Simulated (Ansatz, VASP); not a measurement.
**WS2 in VASP and in Ansatz**

The input INCAR:

```
  PREC = Accurate
  ENCUT = 520
  EDIFF = 1E-6
  ISMEAR = 0
  SIGMA = 0.02
  LREAL = False
  LASPH = True
  NELM = 100
  ALGO = Normal
  ISIF = 2
  LWAVE = False
  LCHARG = False
  GGA = PS
  IVDW = 12
  NBANDS = 20
```

File KPOINTS:

```
regular mesh
0
Gamma
  12 12 12
```

The input POSCAR:

```
WS2
1.0
    1.5601972556      0.9007803055      5.8413922709
   -1.5601972556      0.9007803055      5.8413922709
    0.0000000000     -1.8015606110      5.8413922709
W S
1 2
Direct
    0.0006393566      0.0006393566      0.0006393566
    0.2445139228      0.2445139228      0.2445139228
    0.4235467206      0.4235467206      0.4235467206
```

Input for Ansatz:

```yaml
crystal:
  lattice:
    - [1.5601972556, 0.9007803055, 5.8413922709]
    - [-1.5601972556, 0.9007803055, 5.8413922709]
    - [0.0, -1.801560611, 5.8413922709]
  atoms:
    - { symbol: W, position: [0.0006393566, 0.0006393566, 0.0006393566] }
    - { symbol: S, position: [0.2445139228, 0.2445139228, 0.2445139228] }
    - { symbol: S, position: [0.4235467206, 0.4235467206, 0.4235467206] }
basis:
  ecutwfc: 420
kpoints:
  mp_grid: { grid: [12, 12, 12] }
  band_path: { path: [VBM, CBM], npoints: 2 }
hamiltonian:
  xc: pbesol
  dispersion: d3bj
scf:
  occupations: { method: gaussian, width: 0.02 }
output:
  forces: false
  stress: false
  eigenvalues: true
checkpoint:
  read: start.run
  write: ck
  compress: false
  write_wavefunctions: false
  write_every: 100000
```

Alike in both runs: task single point; functional PBEsol; dispersion D3(BJ); k mesh 12 × 12 × 12; occupations gaussian, width 0.02 eV; no spin polarisation.

```csv
,VASP,Ansatz
version,VASP 6.6.1,Ansatz 0.2.0
potentials or method,"VASP PAW PBE potentials, release 64 (W_sv, S), cutoff 520 eV","scalar-relativistic, plane waves, PAW"
valence electrons in the cell,26,26
```

```tsv
	VASP	Ansatz	Ansatz less VASP
gap on the k mesh at the Fermi level (eV)	0.72	0.69	-0.023
least direct gap on the mesh (eV)	2.03	2.03	-0.005
```

VASP's potentials were made for PBE, not for PBEsol.

Neither program's run includes spin-orbit coupling.
